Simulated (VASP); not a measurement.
# Si4F (I4/mmm) in VASP: notebook

Si4F is run at these levels: PBE; tasks: single point, relaxation of cell and atoms.

Program: VASP 6.6.1. These are calculated values, not measurements. Logs are shortened: lines on timing, memory, paths and dates and some standing lists are left out, and cuts for length are marked.

**1. The cell of the first run**

It takes space group I4/mmm (No. 139, tetragonal). The conventional cell has a = 4.877 Å, b = 4.877 Å, c = 8.100 Å, α = 90.00°, β = 90.00°, γ = 90.00°. Si (site symmetry 2/m) has 4 Si at 2.44 Å and 2 F at 2.66 Å within 3.2 Å. F (site symmetry 4/mmm) has 8 Si at 2.66 Å within 3.5 Å.

The cell was generated, and may not be a known phase.

**2. Single point, PBE**

INCAR reads:

```
SYSTEM = Si4F
ALGO = Normal ; EDIFF = 1E-6
ENCUT = 520 ; GGA = PE
ISIF = 2 ; ISMEAR = 0
LASPH = .TRUE. ; LCHARG = .TRUE.
LELF = .TRUE. ; LREAL = .FALSE.
LVHAR = .TRUE. ; LWAVE = .FALSE.
NBANDS = 20 ; NELM = 60
PREC = Accurate ; SIGMA = 0.1
```

KPOINTS reads:

```
k-points
0
G
  4 4 4
  0 0 0
```

POSCAR reads:

```
Si4F
1.0
   -2.4382603457      2.4382603457      4.0502294209
    2.4382603457     -2.4382603457      4.0502294209
    2.4382603457      2.4382603457     -4.0502294209
Si F
4 1
Direct
    0.5000000000      0.5000000000      0.5000000000
    0.0000000000      0.0000000000      0.5000000000
    0.5000000000      0.0000000000      0.0000000000
    0.0000000000      0.5000000000      0.0000000000
    0.5000000000      0.5000000000      0.0000000000
```

Potentials or basis: VASP PAW PBE potentials, release 64 (Si, F).

The run is started by

```sh
> cat potpaw_PBE.64/Si/POTCAR potpaw_PBE.64/F/POTCAR > POTCAR
> mpirun -np 1 vasp_std > vasp.out
```

OUTCAR:

```text
SYSTEM = Si4F
   EDIFF = 1E-6
   ENCUT = 520
   GGA = PE
   ISIF = 2
   ISMEAR = 0
   LASPH = .TRUE.
   LREAL = .FALSE.
   NELM = 60
   PREC = Accurate

 ion  position               nearest neighbor table
   1  0.500  0.500  0.500-   3 2.44   4 2.44   3 2.44   4 2.44
   2  0.000  0.000  0.500-   3 2.44   4 2.44   4 2.44   3 2.44
   3  0.500  0.000  0.000-   1 2.44   2 2.44   1 2.44   2 2.44
   4  0.000  0.500  0.000-   1 2.44   2 2.44   2 2.44   1 2.44
   5  0.500  0.500  0.000-

  LATTYP: Found a body centered tetragonal cell.
 ALAT       =     4.8765206914
 C/A-ratio  =     1.6611144204

  Lattice vectors:

 A1 = (  -2.4382603457,   2.4382603457,   4.0502294209)
 A2 = (   2.4382603457,  -2.4382603457,   4.0502294209)
 A3 = (   2.4382603457,   2.4382603457,  -4.0502294209)

Analysis of symmetry for initial positions (statically):
=====================================================================
 Subroutine PRICEL returns:
 Original cell was already a primitive cell.

 Routine SETGRP: Setting up the symmetry group for a
 body centered tetragonal supercell.

 Subroutine GETGRP returns: Found 16 space group operations
 (whereof 16 operations were pure point group operations)
 out of a pool of 16 trial point group operations.

The static configuration has the point symmetry D_4h.

Analysis of symmetry for dynamics (positions and initial velocities):
=====================================================================
 Subroutine PRICEL returns:
 Original cell was already a primitive cell.

 Routine SETGRP: Setting up the symmetry group for a
 body centered tetragonal supercell.

 Subroutine GETGRP returns: Found 16 space group operations
 (whereof 16 operations were pure point group operations)
 out of a pool of 16 trial point group operations.

The dynamic configuration has the point symmetry D_4h.

 Subroutine INISYM returns: Found 16 space group operations
 (whereof 16 operations are pure point group operations),
 and found     1 'primitive' translations

----------------------------------------------------------------------------------------

                                     Primitive cell

  volume of cell :      96.3163

  direct lattice vectors                    reciprocal lattice vectors
    -2.438260346  2.438260346  4.050229421     0.000000000  0.205064238  0.123449797
     2.438260346 -2.438260346  4.050229421     0.205064238  0.000000000  0.123449797
     2.438260346  2.438260346 -4.050229421     0.205064238  0.205064238  0.000000000

  length of vectors
     5.319265493  5.319265493  5.319265493     0.239355790  0.239355790  0.290004627

  position of ions in fractional coordinates (direct lattice)
     0.500000000  0.500000000  0.500000000
     0.000000000  0.000000000  0.500000000
     0.500000000  0.000000000  0.000000000
     0.000000000  0.500000000  0.000000000
     0.500000000  0.500000000  0.000000000

  ion indices of the primitive-cell ions
   primitive index   ion index
                 1           1
                 2           2
                 3           3
                 4           4
                 5           5

----------------------------------------------------------------------------------------

 KPOINTS: k-points

Automatic generation of k-mesh.
 Grid dimensions read from file:
 generate k-points for:    4    4    4

 Generating k-lattice:

  Cartesian coordinates                     Fractional coordinates (reciprocal lattice)
     0.000000000  0.051266060  0.030862449     0.250000000  0.000000000  0.000000000
     0.051266060  0.000000000  0.030862449     0.000000000  0.250000000  0.000000000
     0.051266060  0.051266060  0.000000000     0.000000000  0.000000000  0.250000000

  Length of vectors
     0.059838947  0.059838947  0.072501157

  Shift w.r.t. Gamma in fractional coordinates (k-lattice)
     0.000000000  0.000000000  0.000000000

 Subroutine IBZKPT returns following result:
 ===========================================

 Found     13 irreducible k-points:

 Following reciprocal coordinates:
            Coordinates               Weight
  0.000000  0.000000  0.000000      1.000000
  0.250000  0.000000  0.000000      8.000000
  0.500000  0.000000  0.000000      4.000000
  0.250000  0.250000  0.000000      8.000000
  0.500000  0.250000  0.000000     16.000000
 -0.250000  0.250000  0.000000      4.000000
  0.500000  0.500000  0.000000      2.000000
  0.250000  0.250000  0.250000      2.000000
 -0.250000  0.250000  0.250000      4.000000
  0.500000  0.500000  0.250000      4.000000
 -0.250000  0.500000  0.250000      8.000000
 -0.250000 -0.250000  0.250000      2.000000
  0.500000  0.500000  0.500000      1.000000
   k-points           NKPTS =     13   k-points in BZ     NKDIM =     13   number of bands    NBANDS=     20
   number of dos      NEDOS =    301   number of ions     NIONS =      5
   total plane-waves  NPLWV =  64000
   dimension x,y,z NGX =    40 NGY =   40 NGZ =   40
   dimension x,y,z NGXF=    80 NGYF=   80 NGZF=   80
   ions per type =               4   1
   NGX,Y,Z   is equivalent  to a cutoff of  12.50, 12.50, 12.50 a.u.
   NGXF,Y,Z  is equivalent  to a cutoff of  25.00, 25.00, 25.00 a.u.
 SYSTEM =  Si4F
   PREC   = accura    normal or accurate (medium, high low for compatibility)
   ISTART =      0    job   : 0-new  1-cont  2-samecut
   ICHARG =      2    charge: 1-file 2-atom 10-const
   ISPIN  =      1    spin polarized calculation?
   LNONCOLLINEAR =      F non collinear calculations
   LSORBIT =      F    spin-orbit coupling
   LASPH  =      T    aspherical Exc in radial PAW
   ENCUT  =  520.0 eV  38.22 Ry    6.18 a.u.   9.89  9.89  9.89*2*pi/ulx,y,z
   NELM   =     60;   NELMIN=  2; NELMDL= -5     # of ELM steps
   EDIFF  = 0.1E-05   stopping-criterion for ELM
   LREAL  =      F    real-space projection
   EDIFFG = 0.1E-04   stopping-criterion for IOM
   NSW    =      0    number of steps for IOM
   IBRION =     -1    ionic relax: 0-MD 1-quasi-New 2-CG
   NFREE  =      0    steps in history (QN), initial steepest desc. (CG)
   ISIF   =      2    stress and relaxation
   ISYM   =      2    0-nonsym 1-usesym 2-fastsym
   POTIM  = 0.5000    time-step for ionic-motion
   TEBEG  =    0.0;   TEEND  =   0.0 temperature during run
   PSTRESS=    0.0 pullay stress
   NELECT =      23.0000    total number of electrons
   NUPDOWN=      -1.0000    fix difference up-down
   EMIN   =  10.00;   EMAX   =-10.00  energy-range for DOS
   EFERMI =   0.00;   METHOD = LEGACY
   ISMEAR =     0;   SIGMA  =   0.10  broadening in eV -4-tet -1-fermi 0-gaus
   EFERMI_NEDOS =   21; number of points for ismear=-14 and -15
   IALGO  =     38    algorithm
   IMIX   =      4    mixing-type and parameters
     AMIX     =   0.40;   BMIX     =  1.00
     AMIX_MAG =   1.60;   BMIX_MAG =  1.00
  volume/ion in A,a.u.               =      19.26       129.99
  Fermi-wavevector in a.u.,A,eV,Ry     =   1.015666  1.919330 14.035459  1.031577
  Thomas-Fermi vector in A             =   2.148965
   LORBIT       =      0    0 simple, 1 ext, 2 COOP (PROOUT), +10 PAW based schemes
   GGA     = PE    functional components
   LHFCALC =     F    Hartree Fock is set to
   AEXX    =    0.0000 exact exchange contribution
   IVDW    =     0    specifies the selected vdW correction
   LEPSILON=     F    determine dielectric tensor
   LRPA    =     F    only Hartree local field effects (RPA)
 non-spin polarized calculation
 Gauss-broadening in eV      SIGMA  =   0.10
  energy-cutoff  :      520.00
  volume of cell :       96.32
 maximum number of plane-waves:      2604
   NGX = 19   NGY = 19   NGZ = 19

 number of electron      22.9999993 magnetization

 Free energy of the ion-electron system (eV)
  ---------------------------------------------------
  ext. energy  EPLUGINS =         0.00000000
  ---------------------------------------------------
  free energy    TOTEN  =       -22.31476904 eV

  energy without entropy =      -22.30290584  energy(sigma->0) =      -22.30883744

 E-fermi :   4.9975     XC(G=0):  -9.2116

 val. band max:        4.7925399606   @ k =   0.0000   0.0000   0.0000
 cond. band min:       5.0082329116   @ k =   0.2500   0.2500   0.2500
 fundamental gap:      0.2156929510
 Fermi energy:         4.9974671661

 k-point     1 :       0.0000    0.0000    0.0000
  band No.  band energies     occupation
      1     -18.3899      2.00000
      2      -6.6648      2.00000
      3      -1.9915      2.00000
      4      -1.0668      2.00000
      5      -1.0668      2.00000
      6      -0.3621      2.00000
[... 12 lines left out ...]
     19      10.9136      0.00000
     20      11.4110      0.00000

 k-point     2 :       0.2500    0.0000    0.0000
  band No.  band energies     occupation
      1     -18.3859      2.00000
      2      -6.3333      2.00000
      3      -3.5183      2.00000
      4      -1.2149      2.00000
      5      -1.0674      2.00000
      6      -0.1822      2.00000
[... 12 lines left out ...]
     19       9.9172      0.00000
     20      10.5373      0.00000

 k-point     3 :       0.5000    0.0000    0.0000
  band No.  band energies     occupation
      1     -18.3822      2.00000
      2      -5.4969      2.00000
      3      -5.0482      2.00000
      4      -1.1164      2.00000
      5      -0.9893      2.00000
      6       0.1871      2.00000
[... 12 lines left out ...]
     19      11.1913      0.00000
     20      11.2063      0.00000

 k-point     4 :       0.2500    0.2500    0.0000
  band No.  band energies     occupation
      1     -18.3822      2.00000
      2      -6.0068      2.00000
      3      -3.2026      2.00000
      4      -3.1823      2.00000
      5      -1.1574      2.00000
      6       0.0463      2.00000
[... 12 lines left out ...]
     19      11.4455      0.00000
     20      11.8429      0.00000

 k-point     5 :       0.5000    0.2500    0.0000
  band No.  band energies     occupation
      1     -18.3811      2.00000
      2      -5.0829      2.00000
      3      -4.7837      2.00000
      4      -2.3129      2.00000
      5      -2.1161      2.00000
      6      -0.2860      2.00000
[... 12 lines left out ...]
     19      10.5515      0.00000
     20      12.4095      0.00000

 k-point     6 :      -0.2500    0.2500    0.0000
  band No.  band energies     occupation
      1     -18.3850      2.00000
      2      -5.9742      2.00000
      3      -3.4197      2.00000
      4      -2.8554      2.00000
      5      -0.9688      2.00000
      6      -0.4407      2.00000
[... 12 lines left out ...]
     19      10.6335      0.00000
     20      11.5008      0.00000

 k-point     7 :       0.5000    0.5000    0.0000
  band No.  band energies     occupation
      1     -18.3803      2.00000
      2      -4.1477      2.00000
      3      -4.0849      2.00000
      4      -3.6570      2.00000
      5      -3.5798      2.00000
      6      -0.5281      2.00000
[... 12 lines left out ...]
     19       9.5030      0.00000
     20       9.6887      0.00000

 k-point     8 :       0.2500    0.2500    0.2500
  band No.  band energies     occupation
      1     -18.3801      2.00000
      2      -4.2144      2.00000
      3      -3.8977      2.00000
      4      -3.8977      2.00000
      5      -3.4620      2.00000
      6       0.0221      2.00000
[... 12 lines left out ...]
     19       9.3413      0.00000
     20       9.3413      0.00000

 k-point     9 :      -0.2500    0.2500    0.2500
  band No.  band energies     occupation
      1     -18.3821      2.00000
      2      -5.2913      2.00000
      3      -5.2902      2.00000
      4      -1.0353      2.00000
      5      -0.5899      2.00000
      6      -0.3377      2.00000
[... 12 lines left out ...]
     19      10.9637      0.00000
     20      11.4718      0.00000

 k-point    10 :       0.5000    0.5000    0.2500
  band No.  band energies     occupation
      1     -18.3793      2.00000
      2      -6.0179      2.00000
      3      -3.4654      2.00000
      4      -3.1033      2.00000
      5      -0.6847      2.00000
      6      -0.2544      2.00000
[... 12 lines left out ...]
     19      11.8008      0.00000
     20      12.1250      0.00000

 k-point    11 :      -0.2500    0.5000    0.2500
  band No.  band energies     occupation
      1     -18.3803      2.00000
      2      -6.3796      2.00000
      3      -3.5949      2.00000
      4      -1.6846      2.00000
      5      -0.7039      2.00000
      6       0.1017      2.00000
[... 12 lines left out ...]
     19      10.9322      0.00000
     20      11.4772      0.00000

 k-point    12 :      -0.2500   -0.2500    0.2500
  band No.  band energies     occupation
      1     -18.3842      2.00000
      2      -6.7142      2.00000
      3      -1.7228      2.00000
      4      -1.7228      2.00000
      5      -1.3449      2.00000
      6      -0.3693      2.00000
[... 12 lines left out ...]
     19      10.4497      0.00000
     20      12.4341      0.00000

 k-point    13 :       0.5000    0.5000    0.5000
  band No.  band energies     occupation
      1     -18.3785      2.00000
      2      -6.7547      2.00000
      3      -2.0644      2.00000
      4      -2.0644      2.00000
      5      -0.5046      2.00000
      6      -0.3200      2.00000
[... 12 lines left out ...]
     19      12.3038      0.00000
     20      12.6402      0.00000

------------------------ aborting loop because EDIFF is reached ----------------------------------------

  FORCE on cell =-STRESS in cart. coord.  units (eV):
  Direction    XX          YY          ZZ          XY          YZ          ZX
  --------------------------------------------------------------------------------------
  -------------------------------------------------------------------------------------
  Total       -0.0329904     -0.0329904      0.0753155      0.0000000     -0.0000000      0.0000000
  in kB       -0.5487799     -0.5487799      1.2528396      0.0000000     -0.0000000      0.0000000
  external PRESSURE =       0.0517599 kB  Pullay stress =       0.0000000 kB

 VOLUME and BASIS-vectors are now :
 -----------------------------------------------------------------------------
  energy-cutoff  :      520.00
  volume of cell :       96.32
      direct lattice vectors                 reciprocal lattice vectors
    -2.438260346  2.438260346  4.050229421     0.000000000  0.205064238  0.123449797
     2.438260346 -2.438260346  4.050229421     0.205064238  0.000000000  0.123449797
     2.438260346  2.438260346 -4.050229421     0.205064238  0.205064238  0.000000000

 POSITION                                       TOTAL-FORCE (eV/Angst)
 -----------------------------------------------------------------------------------
      1.21913      1.21913      2.02511         0.000000     -0.000000      0.000000
      1.21913      1.21913     -2.02511        -0.000000     -0.000000      0.000000
     -1.21913      1.21913      2.02511         0.000000     -0.000000      0.000000
      1.21913     -1.21913      2.02511        -0.000000     -0.000000     -0.000000
      0.00000      0.00000      4.05023         0.000000      0.000000     -0.000000
 -----------------------------------------------------------------------------------
    total drift:                               -0.000000     -0.000000      0.000000

  FREE ENERGIE OF THE ION-ELECTRON SYSTEM (eV)
  ---------------------------------------------------
  free  energy   TOTEN  =       -22.3147690401 eV

  energy  without entropy=      -22.3029058352  energy(sigma->0) =      -22.30883744
```

Run time: 12 s. Hardware: 1 thread of Intel Xeon 6975P-C (Granite Rapids), shared host; peak memory 0.23 GiB.

Results:

```yaml
Free_energy: -22.3148 eV
Pressure: 0.0 GPa
Band_gap_on_the_k_mesh: zero (an odd number of electrons rules out a gap without spin polarisation)
```

Stress tensor (GPa, compression positive):
```
-0.05  0.00  0.00
 0.00 -0.05  0.00
 0.00  0.00  0.13
```

Levels at points of the mesh, in eV from the Fermi level:
```csv
k point,band 9,band 10,band 11,band 12,band 13,band 14,band 15,band 16
"(0.00, 0.00, 0.00)",-3.86,-1.25,-1.25,-0.20,0.21,1.53,1.53,2.44
"(0.50, 0.00, 0.00)",-3.58,-3.55,-1.43,-0.50,1.17,1.48,2.34,3.36
"(0.50, 0.50, 0.00)",-0.86,-0.47,0.67,1.28,1.45,1.48,1.80,1.87
"(0.50, 0.50, 0.50)",-3.98,-3.67,-1.26,-1.26,0.85,2.23,2.23,3.25
```

Caveat: the k points lie up to 0.38 Å⁻¹ apart, too coarse for converged energies and pressures of a metal; an odd number of electrons without spin polarisation forces a metal; a magnetic or distorted state may lie lower.

**3. Single point, PBE**

This run uses another cell than the first one, of 18.60 Å³/atom.

INCAR reads:

```
SYSTEM = Si4F
PREC = Accurate
ENCUT = 520
EDIFF = 1E-6
ISMEAR = 0
SIGMA = 0.1
LREAL = .False.
LASPH = .True.
NELM = 80
ALGO = Normal
ISIF = 2
LWAVE = .False.
LCHARG = .True.
GGA = PE
LELF = .True.
LVHAR = .True.
NBANDS = 20
```

KPOINTS reads:

```
Automatic mesh
0
Gamma
  6 6 6
  0 0 0
```

POSCAR, as its differences from that of step 2:

```diff
@@ -2,5 +2,5 @@
 1.0
-   -2.4382603457      2.4382603457      4.0502294209
-    2.4382603457     -2.4382603457      4.0502294209
-    2.4382603457      2.4382603457     -4.0502294209
+   -2.4639090554      2.4639090554      3.8295838574
+    2.4639090554     -2.4639090554      3.8295838574
+    2.4639090554      2.4639090554     -3.8295838574
 Si F
```

Potentials or basis: VASP PAW PBE potentials, release 64 (Si, F).

The run is started by

```sh
> cat potpaw_PBE.64/Si/POTCAR potpaw_PBE.64/F/POTCAR > POTCAR
> mpirun -np 1 vasp_std > vasp.out
```

Run time: 26 s. Hardware: 1 thread of Intel Xeon 6975P-C (Granite Rapids), shared host; peak memory 0.24 GiB.

Results (log left out):

| Item | Value |
| --- | --- |
| Free energy | -22.1122 eV |
| Pressure | -0.1 GPa |
| Band gap on the k mesh | zero (an odd number of electrons rules out a gap without spin polarisation) |

Levels at points of the mesh, in eV from the Fermi level:
```
           k point  band 8  band 9  band 10  band 11  band 12  band 13  band 14  band 15  band 16  band 17
(0.00, 0.00, 0.00)   -4.90   -3.40    -1.16    -1.16    -0.12     0.40     1.51     1.51     2.67     2.76
(0.50, 0.00, 0.00)   -3.69   -3.47    -3.31    -1.18    -0.30     1.23     1.64     2.33     3.46     6.10
(0.50, 0.50, 0.00)   -4.70   -0.87    -0.56     1.22     1.28     1.59     1.61     1.99     2.44     3.52
(0.50, 0.50, 0.50)   -4.07   -4.07    -3.54    -1.10    -1.10     0.82     2.71     2.71     3.62     4.15
```

Caveat: an odd number of electrons without spin polarisation forces a metal; a magnetic or distorted state may lie lower.

(Part 1 of 2 ends here.)

The gap in the log of VASP goes by the Fermi energy; the results here count the filled bands.